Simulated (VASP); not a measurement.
# TiAl3 (Pm-3m) in VASP: a series of runs

TiAl3 is run at these levels: PBE; tasks: single point.

All numbers are computed with VASP 6.6.1; they aren't measurements. Logs are shortened: lines on timing, memory, paths and dates and some standing lists are left out, and cuts for length are marked.

## (1) The cell of the first run

The structure is cubic, space group Pm-3m (No. 221). Conventional cell: a = 4.108 Å, b = 4.108 Å, c = 4.108 Å, α = 90.00°, β = 90.00°, γ = 90.00°. Ti (site symmetry m-3m) has 12 Al at 2.90 Å within 3.8 Å. Within 3.8 Å of Al (site symmetry 4/mmm) lie 4 Ti at 2.90 Å and 8 Al at 2.90 Å.

## (2) Single point, PBE (volume scaled by 1.10)

File INCAR:

```
PREC = Accurate
ENCUT = 520
EDIFF = 1E-6
ISMEAR = 0
SIGMA = 0.1
LREAL = False
LASPH = True
NELM = 100
ALGO = Normal
ISIF = 2
LWAVE = False
LCHARG = False
GGA = PE
NBANDS = 18
```

File KPOINTS:

```
Automatic mesh
0
Gamma
  10 10 10
```

File POSCAR:

```
TiAl3
1.0
    4.1081927437      0.0000000000      0.0000000000
    0.0000000000      4.1081927437      0.0000000000
    0.0000000000      0.0000000000      4.1081927437
Ti Al
1 3
Direct
    0.0000000000      0.0000000000      0.0000000000
    0.5000000000      0.5000000000      0.0000000000
    0.5000000000      0.0000000000      0.5000000000
    0.0000000000      0.5000000000      0.5000000000
```

Potentials or basis: VASP PAW PBE potentials, release 64 (Ti_sv, Al).

On the command line:

```bash
cat potpaw_PBE.64/Ti_sv/POTCAR potpaw_PBE.64/Al/POTCAR > POTCAR
mpirun -np 1 vasp_std > vasp.out
```

OUTCAR:

```text
PREC = Accurate
   ENCUT = 520
   EDIFF = 1E-6
   ISMEAR = 0
   LREAL = False
   LASPH = True
   NELM = 100
   ISIF = 2
   GGA = PE

 ion  position               nearest neighbor table
   1  0.000  0.000  0.000-   2 2.90   3 2.90   4 2.90   3 2.90   4 2.90   2 2.90   4 2.90   4 2.90
                             2 2.90   3 2.90   3 2.90   2 2.90
   2  0.500  0.500  0.000-   1 2.90   3 2.90   4 2.90   3 2.90   4 2.90   1 2.90   3 2.90   3 2.90
                             1 2.90   4 2.90   4 2.90   1 2.90
   3  0.500  0.000  0.500-   1 2.90   2 2.90   4 2.90   1 2.90   2 2.90   2 2.90   4 2.90   2 2.90
                             1 2.90   4 2.90   1 2.90   4 2.90
   4  0.000  0.500  0.500-   1 2.90   2 2.90   3 2.90   1 2.90   2 2.90   1 2.90   3 2.90   1 2.90
                             2 2.90   3 2.90   2 2.90   3 2.90

  LATTYP: Found a simple cubic cell.
 ALAT       =     4.1081927437

  Lattice vectors:

 A1 = (   4.1081927437,   0.0000000000,   0.0000000000)
 A2 = (   0.0000000000,   4.1081927437,   0.0000000000)
 A3 = (   0.0000000000,   0.0000000000,   4.1081927437)

Analysis of symmetry for initial positions (statically):
=====================================================================
 Subroutine PRICEL returns:
 Original cell was already a primitive cell.

 Routine SETGRP: Setting up the symmetry group for a
 simple cubic supercell.

 Subroutine GETGRP returns: Found 48 space group operations
 (whereof 48 operations were pure point group operations)
 out of a pool of 48 trial point group operations.

The static configuration has the point symmetry O_h .

Analysis of symmetry for dynamics (positions and initial velocities):
=====================================================================
 Subroutine PRICEL returns:
 Original cell was already a primitive cell.

 Routine SETGRP: Setting up the symmetry group for a
 simple cubic supercell.

 Subroutine GETGRP returns: Found 48 space group operations
 (whereof 48 operations were pure point group operations)
 out of a pool of 48 trial point group operations.

The dynamic configuration has the point symmetry O_h .

 Subroutine INISYM returns: Found 48 space group operations
 (whereof 48 operations are pure point group operations),
 and found     1 'primitive' translations

----------------------------------------------------------------------------------------

                                     Primitive cell

  volume of cell :      69.3350

  direct lattice vectors                    reciprocal lattice vectors
     4.108192744  0.000000000  0.000000000     0.243416038  0.000000000  0.000000000
     0.000000000  4.108192744  0.000000000     0.000000000  0.243416038  0.000000000
     0.000000000  0.000000000  4.108192744     0.000000000  0.000000000  0.243416038

  length of vectors
     4.108192744  4.108192744  4.108192744     0.243416038  0.243416038  0.243416038

  position of ions in fractional coordinates (direct lattice)
     0.000000000  0.000000000  0.000000000
     0.500000000  0.500000000  0.000000000
     0.500000000  0.000000000  0.500000000
     0.000000000  0.500000000  0.500000000

  ion indices of the primitive-cell ions
   primitive index   ion index
                 1           1
                 2           2
                 3           3
                 4           4

----------------------------------------------------------------------------------------

 KPOINTS: Automatic mesh

Automatic generation of k-mesh.
 Grid dimensions read from file:
 generate k-points for:   10   10   10

 Generating k-lattice:

  Cartesian coordinates                     Fractional coordinates (reciprocal lattice)
     0.024341604  0.000000000  0.000000000     0.100000000  0.000000000  0.000000000
     0.000000000  0.024341604  0.000000000     0.000000000  0.100000000  0.000000000
     0.000000000  0.000000000  0.024341604     0.000000000  0.000000000  0.100000000

  Length of vectors
     0.024341604  0.024341604  0.024341604

  Shift w.r.t. Gamma in fractional coordinates (k-lattice)
     0.000000000  0.000000000  0.000000000

 Subroutine IBZKPT returns following result:
 ===========================================

 Found     56 irreducible k-points:

 Following reciprocal coordinates:
            Coordinates               Weight
  0.000000  0.000000  0.000000      1.000000
  0.100000  0.000000  0.000000      6.000000
  0.200000  0.000000  0.000000      6.000000
  0.300000  0.000000  0.000000      6.000000
  0.400000  0.000000  0.000000      6.000000
  0.500000  0.000000  0.000000      3.000000
[... 16 lines left out ...]
  0.200000  0.100000  0.100000     24.000000
  0.300000  0.100000  0.100000     24.000000
 [... further k-points ...]
   k-points           NKPTS =     56   k-points in BZ     NKDIM =     56   number of bands    NBANDS=     18
   number of dos      NEDOS =    301   number of ions     NIONS =      4
   total plane-waves  NPLWV =  32768
   dimension x,y,z NGX =    32 NGY =   32 NGZ =   32
   dimension x,y,z NGXF=    64 NGYF=   64 NGZF=   64
   ions per type =               1   3
   NGX,Y,Z   is equivalent  to a cutoff of  12.95, 12.95, 12.95 a.u.
   NGXF,Y,Z  is equivalent  to a cutoff of  25.90, 25.90, 25.90 a.u.
 SYSTEM =  unknown system
   PREC   = accura    normal or accurate (medium, high low for compatibility)
   ISTART =      0    job   : 0-new  1-cont  2-samecut
   ICHARG =      2    charge: 1-file 2-atom 10-const
   ISPIN  =      1    spin polarized calculation?
   LNONCOLLINEAR =      F non collinear calculations
   LSORBIT =      F    spin-orbit coupling
   LASPH  =      T    aspherical Exc in radial PAW
   ENCUT  =  520.0 eV  38.22 Ry    6.18 a.u.   7.64  7.64  7.64*2*pi/ulx,y,z
   NELM   =    100;   NELMIN=  2; NELMDL= -5     # of ELM steps
   EDIFF  = 0.1E-05   stopping-criterion for ELM
   LREAL  =      F    real-space projection
   EDIFFG = 0.1E-04   stopping-criterion for IOM
   NSW    =      0    number of steps for IOM
   IBRION =     -1    ionic relax: 0-MD 1-quasi-New 2-CG
   NFREE  =      0    steps in history (QN), initial steepest desc. (CG)
   ISIF   =      2    stress and relaxation
   ISYM   =      2    0-nonsym 1-usesym 2-fastsym
   POTIM  = 0.5000    time-step for ionic-motion
   TEBEG  =    0.0;   TEEND  =   0.0 temperature during run
   PSTRESS=    0.0 pullay stress
   NELECT =      21.0000    total number of electrons
   NUPDOWN=      -1.0000    fix difference up-down
   EMIN   =  10.00;   EMAX   =-10.00  energy-range for DOS
   EFERMI =   0.00;   METHOD = LEGACY
   ISMEAR =     0;   SIGMA  =   0.10  broadening in eV -4-tet -1-fermi 0-gaus
   EFERMI_NEDOS =   21; number of points for ismear=-14 and -15
   IALGO  =     38    algorithm
   IMIX   =      4    mixing-type and parameters
     AMIX     =   0.40;   BMIX     =  1.00
     AMIX_MAG =   1.60;   BMIX_MAG =  1.00
  volume/ion in A,a.u.               =      17.33       116.97
  Fermi-wavevector in a.u.,A,eV,Ry     =   1.099420  2.077603 16.445704  1.208725
  Thomas-Fermi vector in A             =   2.235815
   LORBIT       =      0    0 simple, 1 ext, 2 COOP (PROOUT), +10 PAW based schemes
   GGA     = PE    functional components
   LHFCALC =     F    Hartree Fock is set to
   AEXX    =    0.0000 exact exchange contribution
   IVDW    =     0    specifies the selected vdW correction
   LEPSILON=     F    determine dielectric tensor
   LRPA    =     F    only Hartree local field effects (RPA)
 non-spin polarized calculation
 Gauss-broadening in eV      SIGMA  =   0.10
  energy-cutoff  :      520.00
  volume of cell :       69.33
 maximum number of plane-waves:      1888
 NGX is ok and might be reduce to    32
   NGX = 15   NGY = 15   NGZ = 15

 number of electron      21.0000005 magnetization

 Free energy of the ion-electron system (eV)
  ---------------------------------------------------
  ext. energy  EPLUGINS =         0.00000000
  ---------------------------------------------------
  free energy    TOTEN  =       -20.37789902 eV

  energy without entropy =      -20.36519721  energy(sigma->0) =      -20.37154811

 E-fermi :   7.9477     XC(G=0): -10.3826

 val. band max:        7.9377318676   @ k =   0.1000   0.1000   0.0000
 cond. band min:       7.9603225127   @ k =   0.4000   0.4000   0.1000
 fundamental gap:      0.0225906451
 Fermi energy:         7.9476926668

 k-point     1 :       0.0000    0.0000    0.0000
  band No.  band energies     occupation
      1     -49.2699      2.00000
      2     -25.5471      2.00000
      3     -25.5471      2.00000
      4     -25.5471      2.00000
      5      -2.2345      2.00000
      6       5.0545      2.00000
[... 10 lines left out ...]
     17      13.1017      0.00000
     18      13.1017      0.00000

 k-point     2 :       0.1000    0.0000    0.0000
  band No.  band energies     occupation
      1     -49.2699      2.00000
      2     -25.5482      2.00000
      3     -25.5471      2.00000
      4     -25.5471      2.00000
      5      -2.1452      2.00000
      6       4.3091      2.00000
[... 10 lines left out ...]
     17      12.9716      0.00000
     18      12.9751      0.00000

 k-point     3 :       0.2000    0.0000    0.0000
  band No.  band energies     occupation
      1     -49.2698      2.00000
      2     -25.5511      2.00000
      3     -25.5468      2.00000
      4     -25.5468      2.00000
      5      -1.8795      2.00000
      6       3.1623      2.00000
[... 10 lines left out ...]
     17      12.3715      0.00000
     18      12.3715      0.00000

 k-point     4 :       0.3000    0.0000    0.0000
  band No.  band energies     occupation
      1     -49.2697      2.00000
      2     -25.5547      2.00000
      3     -25.5466      2.00000
      4     -25.5466      2.00000
      5      -1.4453      2.00000
      6       2.0272      2.00000
[... 375 lines left out ...]
      4     -25.5480      2.00000
      5      -1.9678      2.00000
      6       4.2958      2.00000
[... 10 lines left out ...]
     17      12.6552      0.00000
     18      12.6553      0.00000

 k-point    23 :       0.2000    0.1000    0.1000
  band No.  band energies     occupation
      1     -49.2697      2.00000
      2     -25.5509      2.00000
      3     -25.5479      2.00000
      4     -25.5478      2.00000
      5      -1.7044      2.00000
      6       3.2927      2.00000
[... 10 lines left out ...]
     17      12.2099      0.00000
     18      12.2127      0.00000

 k-point    24 :       0.3000    0.1000    0.1000
  band No.  band energies     occupation
      1     -49.2696      2.00000
      2     -25.5544      2.00000
      3     -25.5476      2.00000
      4     -25.5475      2.00000
      5      -1.2741      2.00000
      6       2.1794      2.00000
[... 10 lines left out ...]
     17      11.6820      0.00000
     18      12.9733      0.00000

 [... further k-points ...]
[... 5 lines left out ...]
  --------------------------------------------------------------------------------------
  -------------------------------------------------------------------------------------
  Total       -3.6205813     -3.6205813     -3.6205813      0.0000000     -0.0000000      0.0000000
  in kB      -83.6635816    -83.6635816    -83.6635816      0.0000000     -0.0000000      0.0000000
  external PRESSURE =     -83.6635816 kB  Pullay stress =       0.0000000 kB

 VOLUME and BASIS-vectors are now :
 -----------------------------------------------------------------------------
  energy-cutoff  :      520.00
  volume of cell :       69.33
      direct lattice vectors                 reciprocal lattice vectors
     4.108192744  0.000000000  0.000000000     0.243416038  0.000000000  0.000000000
     0.000000000  4.108192744  0.000000000     0.000000000  0.243416038  0.000000000
     0.000000000  0.000000000  4.108192744     0.000000000  0.000000000  0.243416038

 POSITION                                       TOTAL-FORCE (eV/Angst)
 -----------------------------------------------------------------------------------
      0.00000      0.00000      0.00000         0.000000      0.000000      0.000000
      2.05410      2.05410      0.00000         0.000000      0.000000      0.000000
      2.05410      0.00000      2.05410         0.000000      0.000000      0.000000
      0.00000      2.05410      2.05410         0.000000      0.000000      0.000000
 -----------------------------------------------------------------------------------
    total drift:                               -0.000000      0.000000      0.000000

  FREE ENERGIE OF THE ION-ELECTRON SYSTEM (eV)
  ---------------------------------------------------
  free  energy   TOTEN  =       -20.3778990153 eV

  energy  without entropy=      -20.3651972110  energy(sigma->0) =      -20.37154811
```

Run time: 18 s. Hardware: 1 thread of Intel Xeon 6975P-C (Granite Rapids), shared host; peak memory 0.2 GiB.

Results:

- Free energy: -20.3779 eV
- Pressure: -8.4 GPa

(Part 1 of 2 ends here.)
